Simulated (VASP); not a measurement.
Here is a VASP 6.6.1 calculation.

POSCAR

```
KBr
1.0
    5.6185814494      0.0000000000      0.0000000000
   -2.8092907247      4.8658342684      0.0000000000
    0.0000000000      0.0000000000      6.5538300027
K Br
2 2
Direct
    0.3333333333      0.6666666667     -0.0625000000
    0.6666666667      0.3333333333      0.4375000000
    0.3333333333      0.6666666667      0.4375000000
    0.6666666667      0.3333333333      0.9375000000
```

File INCAR.step1:

```
  PREC = Accurate
  ENCUT = 520
  EDIFF = 1E-5
  ISMEAR = 0
  SIGMA = 0.01
  LREAL = False
  LASPH = True
  NELM = 80
  ALGO = Normal
  ISIF = 2
  LWAVE = True
  LCHARG = False
  NBANDS = 24
  GGA = PE
```

File INCAR.step2:

```
  PREC = Accurate
  ENCUT = 520
  EDIFF = 1E-6
  ISMEAR = 0
  SIGMA = 0.01
  LREAL = False
  LASPH = True
  NELM = 80
  ALGO = Normal
  ISIF = 2
  LWAVE = False
  LCHARG = False
  GGA = PE
  LHFCALC = True
  AEXX = 0.1
  HFSCREEN = 0.2078
  PRECFOCK = Normal
  NBANDS = 24
  ISTART = 1
```

Contents of KPOINTS:

```
regular mesh
0
Gamma
  3 3 2
```

Potentials or basis: VASP PAW PBE potentials, release 64 (K_sv, Br).

The run is started by

```sh
$ cat potpaw_PBE.64/K_sv/POTCAR potpaw_PBE.64/Br/POTCAR > POTCAR
$ cp INCAR.step1 INCAR
$ mpirun -np 1 vasp_std > vasp.out
$ cp INCAR.step2 INCAR
$ mpirun -np 1 vasp_std > vasp.out
```

Problem. What does it give for the pressure?

Solution. 0.4 GPa.

Problem. Predict the band gap on the k mesh.

Solution. 4.63 eV.

Stress tensor (GPa, compression positive):
```
0.31 0.00 0.00
0.00 0.31 0.00
0.00 0.00 0.51
```

Caveat: the k points lie up to 0.48 Å⁻¹ apart; the structure was generated, so it needn't be the stable form of KBr; the PAW data sets were made with another functional, which shifts forces and pressure a little.
